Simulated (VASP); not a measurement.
Wanted: the native input for a VASP 6.6.1 run.

* Task: single point
* Functional: revPBE
* Potentials or basis: VASP PAW PBE potentials, release 64 (F, Li_sv)
* Cutoff: 580 eV
* k mesh: 16 × 16 × 16
* Occupations: tetrahedron, width 0.03 eV
* Spin: no spin polarisation
* Tolerance level: screening
* Purpose: density of states
* K density: 10 × 10 × 10
* Further INCAR settings: ALGO = Normal; EDIFF = 1e-06; NBANDS = 21

Crystal: LiF.

```xyz
2
Lattice="0.0000 2.0140 2.0140 2.0140 0.0000 2.0140 2.0140 2.0140 0.0000" Properties=species:S:1:pos:R:3 pbc="T T T"
F     2.0140    2.0140    2.0140
Li    0.0000    0.0000    0.0000
```

These files were run (other wordings do the same):

POSCAR

```
LiF
1.0
    0.0000000000      2.0140000000      2.0140000000
    2.0140000000      0.0000000000      2.0140000000
    2.0140000000      2.0140000000      0.0000000000
F Li
1 1
Direct
    0.5000000000      0.5000000000      0.5000000000
    0.0000000000      0.0000000000      0.0000000000
```

INCAR.step1

```
SYSTEM = LiF
GGA = RE ; ISMEAR = 0
SIGMA = 0.03 ; LWAVE = .FALSE.
LCHARG = .TRUE. ; NBANDS = 21
PREC = Accurate ; LASPH = .TRUE.
LREAL = .FALSE. ; ALGO = Normal
EDIFF = 1E-6 ; NELM = 120
GGA_COMPAT = .FALSE. ; ENCUT = 580
EFERMI = MIDGAP
```

KPOINTS.step1

```
k-points
0
Gamma
  10 10 10
```

INCAR.step2

```
SYSTEM = LiF
GGA = RE ; ISMEAR = -5
LWAVE = .FALSE. ; LCHARG = .FALSE.
NBANDS = 21 ; PREC = Accurate
LASPH = .TRUE. ; LREAL = .FALSE.
ALGO = Normal ; EDIFF = 1E-6
NELM = 120 ; GGA_COMPAT = .FALSE.
ENCUT = 580 ; EFERMI = MIDGAP
NEDOS = 2001 ; LORBIT = 11
EMIN = -13.2183 ; EMAX = 11.7817
ICHARG = 11
```

KPOINTS.step2

```
Automatic mesh
0
Gamma
  16 16 16
  0 0 0
```

Potentials or basis: VASP PAW PBE potentials, release 64 (F, Li_sv).

The run is started by

```bash
$ cat potpaw_PBE.64/F/POTCAR potpaw_PBE.64/Li_sv/POTCAR > POTCAR
$ cp INCAR.step1 INCAR
$ cp KPOINTS.step1 KPOINTS
$ mpirun -np 1 vasp_std > vasp.out
$ cp INCAR.step2 INCAR
$ cp KPOINTS.step2 KPOINTS
$ mpirun -np 1 vasp_std > vasp.out
```

It gave:

```json
{
  "Band gap on the k mesh": "9.29 eV",
  "Valence electrons inside the program's atomic spheres": "F 6.15; Li 2.06"
}
```

Run time: 28 s on 1 thread of AMD EPYC 9R45 96-Core Processor (Zen 5), on a shared host, peak memory 0.13 GiB.
